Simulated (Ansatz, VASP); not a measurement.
# Sc: VASP beside Ansatz

The input INCAR:

```
ALGO = Fast
EDIFF = 1E-6
ENCUT = 520
ISIF = 2
ISMEAR = 0
LASPH = T
LCHARG = F
LREAL = F
LWAVE = F
NBANDS = 18
NELM = 100
PREC = Accurate
SIGMA = 0.15
```

KPOINTS

```
k-points
0
Gamma
  18 18 10
```

Contents of POSCAR:

```
Sc
1.0
    3.4080618342      0.0000000000      0.0000000000
   -1.7040309171      2.9514681261      0.0000000000
    0.0000000000      0.0000000000      5.4260400000
Sc
2
Direct
    0.3333333333      0.6666666667      0.2500000000
    0.6666666667      0.3333333333      0.7500000000
```

Input for Ansatz:

```yaml
crystal:
  lattice:
    - [3.4080618342, 0.0, 0.0]
    - [-1.7040309171, 2.9514681261, 0.0]
    - [0.0, 0.0, 5.42604]
  atoms:
    - { symbol: Sc, position: [0.3333333333, 0.6666666667, 0.25] }
    - { symbol: Sc, position: [0.6666666667, 0.3333333333, 0.75] }
basis:
  ecutwfc: 420
kpoints:
  mp_grid: { grid: [18, 18, 10] }
hamiltonian:
  xc: lda
scf:
  occupations: { method: gaussian, width: 0.15 }
output:
  forces: true
  stress: true
  eigenvalues: true
```

Change from the starting cell: strain +0.030 along x and y, +0.030 along z, atoms carried along.

Alike in both runs: task single point; functional LDA; k mesh 18 × 18 × 10; occupations gaussian, width 0.15 eV; no spin polarisation.

|  | VASP | Ansatz |
| --- | --- | --- |
| version | VASP 6.6.1 | Ansatz 0.2.0 |
| potentials or method | VASP PAW LDA potentials, release 64 (Sc_sv), cutoff 520 eV | scalar-relativistic, plane waves, PAW |
| valence electrons in the cell | 22 | 22 |

```tsv
	VASP	Ansatz	Ansatz less VASP
gap on the k mesh at the Fermi level (eV)	none	none	-
pressure (GPa)	-8.4	-8.5	-0.04
traceless stress, the component that is largest in VASP (GPa)	-0.89	-0.89	+0.004
```

LDA's correlation is that of Perdew and Zunger in VASP and of Perdew and Wang (1992) in Ansatz. A gap of «none» marks a metal or a gap that the smearing closes.
